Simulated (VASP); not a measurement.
GaP, 2 atoms in the cell. Symmetry: F-43m, No. 216, cubic system. Conventional cell: a = 5.451 Å, b = 5.451 Å, c = 5.451 Å, α = 90.00°, β = 90.00°, γ = 90.00°. Within 3.1 Å of Ga (site symmetry -43m) lie 4 P at 2.36 Å. Within 3.1 Å of P (site symmetry -43m) lie 4 Ga at 2.36 Å. 

* Program: VASP 6.6.1
* Task: relaxation of cell and atoms
* Functional: PBE
* Dispersion: D4
* Potentials or basis: VASP PAW PBE potentials, release 64 (Ga_d, P)
* Cutoff: 600 eV
* k mesh: 8 × 8 × 8
* Occupations: fermi-dirac, width 0.05 eV
* Spin: no spin polarisation
* Dipole correction: no
* Further INCAR settings: ALGO = Normal; EDIFF = 1e-06; IBRION = 2; EDIFFG = -0.02; NSW = 80; ISIF = 3

Potentials or basis: VASP PAW PBE potentials, release 64 (Ga_d, P).

Command:

```bash
$ cat potpaw_PBE.64/Ga_d/POTCAR potpaw_PBE.64/P/POTCAR > POTCAR
$ mpirun -np 1 vasp_std > vasp.out
```

Hardware: 1 thread of Intel Xeon 8259CL (shared host).

Question: Estimate the wall time of this run.

Answer: Run time: 67 s on 1 thread of Intel Xeon 8259CL (shared host), peak memory 0.2 GiB. Counts: scf iterations 25, k points 29, ion steps 3.
